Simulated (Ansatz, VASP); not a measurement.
## SiC: VASP beside Ansatz

```
Si C
1.0
     3.09199    0.00000    0.00000
    -1.54599    2.67774    0.00000
     0.00000    0.00000    5.07376
Si C
2 2
Direct
  0.15725 0.57862 0.97178
  0.49058 0.24529 0.47178
  0.33333 0.66667 0.38044
  0.66667 0.33333 0.88044
```

Change from the starting cell: all Si atoms moved +0.500 Å, as atom 1 towards its neighbour atom 4 (C) at 1.893 Å.

Alike in both runs: task single point; functional PBE; k mesh 12 × 12 × 6; occupations gaussian, width 0.05 eV; no spin polarisation.

|  | VASP | Ansatz |
| --- | --- | --- |
| version | VASP 6.6.1 | Ansatz 0.2.0 |
| potentials or method | VASP PAW PBE potentials, release 64 (Si, C), cutoff 520 eV | scalar-relativistic, plane waves, PAW |
| valence electrons in the cell | 16 | 16 |

|  | VASP | Ansatz | Ansatz less VASP |
| --- | --- | --- | --- |
| gap on the k mesh at the Fermi level (eV) | 0.68 | 0.70 | +0.014 |
| least direct gap on the mesh (eV) | 2.70 | 2.71 | +0.011 |
| rms of the force components (eV/Å) | 11.125 | 11.240 | +0.1153 |

Atom by atom the forces differ by 0.119 eV/Å (rms over components).
